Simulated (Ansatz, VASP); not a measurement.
Ge5Sb in VASP and in Ansatz

```
CELL_PARAMETERS angstrom
5.91558 0.00000 0.00000
0.00000 5.91558 0.00000
0.00000 0.00000 5.91558
ATOMIC_POSITIONS crystal
Ge 0.73946 0.73946 0.73946
Ge 0.26054 0.26054 0.73946
Ge 0.26054 0.73946 0.26054
Ge 0.73946 0.26054 0.26054
Ge 0.50000 0.50000 0.50000
Sb 0.00000 0.00000 0.00000
```

Alike in both runs: functional PBE; k mesh 4 × 4 × 4; occupations gaussian, width 0.1 eV; no spin polarisation.

Ansatz relaxed the structure, and its values are those at the end. VASP's run is a single point on that final structure, the one shown.

```csv
,VASP,Ansatz
version,VASP 6.6.1,Ansatz 0.2.0
potentials or method,"VASP PAW PBE potentials, release 64 (Ge_d, Sb), cutoff 520 eV","scalar-relativistic, plane waves, PAW"
valence electrons in the cell,75,85
```

|  | VASP | Ansatz | Ansatz less VASP |
| --- | --- | --- | --- |
| gap on the k mesh at the Fermi level (eV) | none | none | - |
| pressure (GPa) | 0.4 | 0.4 | -0.04 |
| rms of the force components (eV/Å) | 0.011 | 0.014 | +0.0031 |

A gap of «none» marks a metal or a gap that the smearing closes. VASP's potentials hold 75 valence electrons a cell and Ansatz's 85, so a difference there can come from the potentials and not from the codes.

Neither program's run includes spin-orbit coupling.
